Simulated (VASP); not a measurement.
Crystal: Ni.

```
CELL_PARAMETERS angstrom
2.44802 0.00000 0.00000
-1.22401 2.12005 0.00000
0.00000 0.00000 4.07281
ATOMIC_POSITIONS crystal
Ni 0.66667 0.33333 0.75000
Ni 0.33333 0.66667 0.25000
```

This isn't the form of Ni at room conditions, which is fcc.

- Program: VASP 6.6.1
- Task: relaxation of cell and atoms
- Functional: revPBE
- Dispersion: D3(BJ)
- Potentials or basis: VASP PAW PBE potentials, release 64 (Ni)
- Cutoff: 600 eV
- k mesh: 12 × 12 × 7
- Occupations: fermi-dirac, width 0.05 eV
- Spin: collinear spin, ferromagnetic start
- Starting moments: [1.0, 1.0] μB

At the start: pressure -3.1 GPa; volume 10.57 Å³/atom.

Question: How do energy, volume and symmetry change on relaxing?

Answer: Over 4 steps the energy falls by 2.9 meV/atom and the volume is 10.41 Å³/atom (-1.5 %); space group P6_3/mmc (No. 194, to 0.1 Å) before and after; moment 1.27 μB per cell.

The path:
| step | energy change (eV) | largest force (eV/Å) | pressure (GPa) | volume (Å³) |
| --- | --- | --- | --- | --- |
| 1 | 0.0000 | 0.0000 | -3.11 | 21.14 |
| 2 | -0.0026 | 0.0000 | 3.36 | 20.52 |
| 3 | -0.0050 | 0.0000 | 0.60 | 20.77 |
| 4 | -0.0058 | 0.0000 | 0.05 | 20.82 |

Final structure:
```yaml
crystal:
  lattice:
    - [2.44777, 0.00000, 0.00000]
    - [-1.22388, 2.11983, 0.00000]
    - [0.00000, 0.00000, 4.01208]
  atoms:
    - { symbol: Ni, position: [0.66667, 0.33333, 0.75000] }
    - { symbol: Ni, position: [0.33333, 0.66667, 0.25000] }
```

Caveat: the PAW data sets were made with another functional, which shifts forces and pressure a little.
